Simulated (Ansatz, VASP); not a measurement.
# One calculation of Si, two programs

```xyz
2
Lattice="0.0000 2.7348 2.7348 2.7348 0.0000 2.7348 2.7348 2.7348 0.0000" Properties=species:S:1:pos:R:3 pbc="T T T"
Si    4.1023    4.1023    4.1023
Si    2.7348    2.7348    2.7348
```

Alike in both runs: functional PBE; k mesh 12 × 12 × 12; no spin polarisation.

Ansatz relaxed the structure, and its values are those at the end. VASP's run is a single point on that final structure, the one shown.

|  | VASP | Ansatz |
| --- | --- | --- |
| version | VASP 6.6.1 | Ansatz 0.2.0 |
| potentials or method | VASP PAW PBE potentials, release 64 (Si) | scalar-relativistic, plane waves, PAW |
| plane-wave cutoff (eV) | 500 | 420 |
| occupations | gaussian, width 0.01 eV | fixed |
| valence electrons in the cell | 8 | 8 |

VASP gave:

```
gap on the k mesh at the Fermi level (eV) : 0.61
least direct gap on the mesh (eV)         : 2.56
pressure (GPa)                            : 0.0
```

Problem. Estimate Ansatz's values.

Solution. gap on the k mesh at the Fermi level (eV): 0.61; least direct gap on the mesh (eV): 2.55; pressure (GPa): 0.0.
